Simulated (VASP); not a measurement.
Set up this calculation in VASP 6.6.1, as the native input.

| Item | Value |
| --- | --- |
| Task | single point |
| Functional | PBE |
| Potentials or basis | VASP PAW PBE potentials, release 64 (Te, Mo_sv) |
| Cutoff | 520 eV |
| k mesh | 9 × 9 × 2 |
| Occupations | fermi-dirac, width 0.05 eV |
| Spin | no spin polarisation |
| Dipole correction | no |
| Further INCAR settings | ALGO = Normal; EDIFF = 1e-07; NBANDS = 35 |

The structure of Te2Mo lies in POSCAR:

```
Te2Mo
1.0
    3.4706509280      0.0000000000      0.0000000000
   -1.7353254640      3.0056718713      0.0000000000
    0.0000000000      0.0000000000     13.7847444167
Te Mo
4 2
Direct
    0.6666666667      0.3333333333      0.3790000000
    0.3333333333      0.6666666667      0.8790000000
    0.6666666667      0.3333333333      0.1210000000
    0.3333333333      0.6666666667      0.6210000000
    0.6666666667      0.3333333333      0.7500000000
    0.3333333333      0.6666666667      0.2500000000
```

The input as run:

INCAR

```
SYSTEM = Te2Mo
PREC = Accurate ; ENCUT = 520
EDIFF = 1E-7 ; ISMEAR = -1
SIGMA = 0.05 ; LREAL = .False.
LASPH = .True. ; NELM = 60
ALGO = Normal ; ISIF = 2
LWAVE = .False. ; LCHARG = .False.
GGA = PE ; NBANDS = 35
```

KPOINTS

```
Automatic mesh
0
Gamma
  9 9 2
  0 0 0
```

Potentials or basis: VASP PAW PBE potentials, release 64 (Te, Mo_sv).

Launch:

```bash
$ cat potpaw_PBE.64/Te/POTCAR potpaw_PBE.64/Mo_sv/POTCAR > POTCAR
$ mpirun -np 1 vasp_std > vasp.out
```

It gave:

```
Pressure               : 7.7 GPa
Largest force          : 0.796 eV/Å
Band gap on the k mesh : 0.75 eV, indirect (least direct gap 1.10 eV)
```

Caveat: spin-orbit coupling is left out, which moves the levels of the heavy elements; this functional lacks dispersion, which binds the layers, so the pressure and a relaxed spacing across them are unreliable.

Run time: 5 min on 1 thread of Intel Xeon 8259CL, with other jobs on the host, peak memory 0.33 GiB.
